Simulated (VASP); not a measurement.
Write the native input for VASP 6.6.1 that does the following.

| Property | Result |
| --- | --- |
| Task | single point |
| Functional | r2SCAN |
| Potentials or basis | VASP PAW PBE potentials, release 64 (Ta_pv) |
| Cutoff | 520 eV |
| k mesh | 18 × 18 × 18 |
| Occupations | gaussian, width 0.1 eV |
| Spin | no spin polarisation |
| Dipole correction | no |
| Further INCAR settings | ALGO = Normal; EDIFF = 1e-06; NBANDS = 12 |

Ta:

```
Ta
1.0
    -1.61856    1.61856    1.61856
     1.61856   -1.61856    1.61856
     1.61856    1.61856   -1.61856
Ta
1
Direct
  0.00000 0.00000 0.00000
```

This cell differs from its parent crystal: volume scaled by 0.94.

One way to write it, as run:

POSCAR

```
Ta
1.0
   -1.6185570613      1.6185570613      1.6185570613
    1.6185570613     -1.6185570613      1.6185570613
    1.6185570613      1.6185570613     -1.6185570613
Ta
1
Direct
    0.0000000000      0.0000000000      0.0000000000
```

INCAR.step1

```
PREC = Accurate ; ENCUT = 520
ISMEAR = 0 ; SIGMA = 0.1
LREAL = F ; LASPH = T
NELM = 80 ; NBANDS = 12
GGA = PE ; ALGO = Normal
EDIFF = 1E-4 ; LWAVE = T
LCHARG = F
```

INCAR.step2

```
PREC = Accurate ; ENCUT = 520
EDIFF = 1E-6 ; ISMEAR = 0
SIGMA = 0.1 ; LREAL = F
LASPH = T ; NELM = 80
ALGO = Normal ; ISIF = 2
LWAVE = F ; LCHARG = F
METAGGA = R2SCAN ; LMIXTAU = T
NBANDS = 12 ; ISTART = 1
```

KPOINTS

```
regular mesh
0
Gamma
  18 18 18
```

Potentials or basis: VASP PAW PBE potentials, release 64 (Ta_pv).

The run is started by

```sh
$ cat potpaw_PBE.64/Ta_pv/POTCAR > POTCAR
$ cp INCAR.step1 INCAR
$ mpirun -np 1 vasp_std > vasp.out
$ cp INCAR.step2 INCAR
$ mpirun -np 1 vasp_std > vasp.out
```

Results of the run:

| Item | Value |
| --- | --- |
| Pressure | 14.8 GPa |

Caveat: the PAW data sets were made with another functional, which shifts forces and pressure a little.

Wall time 82 s on 1 thread of Intel(R) Xeon(R) Platinum 8259CL CPU @ 2.50GHz (Skylake/Cascade Lake), with other jobs on the host, peak memory 0.17 GiB.
